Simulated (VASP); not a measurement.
Write the native input for VASP 6.6.1 that does the following.

```yaml
Task: single point
Functional: PBEsol
Potentials_or_basis: VASP PAW PBE potentials, release 64 (Hf_pv, C)
Cutoff: 600 eV
k_mesh: 5 × 5 × 3
Occupations: fermi-dirac, width 0.1 eV
Spin: no spin polarisation
Dipole_correction: no
Further_INCAR_settings: ALGO = Normal; EDIFF = 1e-06; NBANDS = 22
```

The structure of HfC lies in POSCAR:

```
HfC
1.0
    3.3428660000      0.0000000000      0.0000000000
   -1.6714330000      2.8950068774      0.0000000000
    0.0000000000      0.0000000000      5.2027140000
Hf C
2 2
Direct
    0.6666666667      0.3333333333      0.7500000000
    0.3333333333      0.6666666667      0.2500000000
    0.0000000000      0.0000000000      0.0000000000
    0.0000000000      0.0000000000      0.5000000000
```

One way to write it, as run:

INCAR

```
SYSTEM = HfC
ALGO = Normal
EDIFF = 1E-6
ENCUT = 600
GGA = PS
GGA_COMPAT = .FALSE.
ISIF = 2
ISMEAR = -1
LASPH = .TRUE.
LCHARG = .FALSE.
LREAL = .FALSE.
LWAVE = .FALSE.
NBANDS = 22
NELM = 120
PREC = Accurate
SIGMA = 0.1
```

KPOINTS

```
k-points
0
G
  5 5 3
  0 0 0
```

Potentials or basis: VASP PAW PBE potentials, release 64 (Hf_pv, C).

Run with:

```sh
$ cat potpaw_PBE.64/Hf_pv/POTCAR potpaw_PBE.64/C/POTCAR > POTCAR
$ mpirun -np 1 vasp_std > vasp.out
```

It gave:

The pressure is -8.0 GPa and the band gap on the k mesh is zero (band 14 reaches 7.25 eV, above the bottom of band 15 at 6.24 eV).

Caveat: the k points lie up to 0.43 Å⁻¹ apart; the PAW data sets were made with another functional, which shifts forces and pressure a little; spin-orbit coupling is left out, which moves the levels of the heavy elements.

It took 7.7 s on 1 thread of Intel(R) Xeon(R) 6975P-C (Granite Rapids) (shared host), peak memory 0.17 GiB.
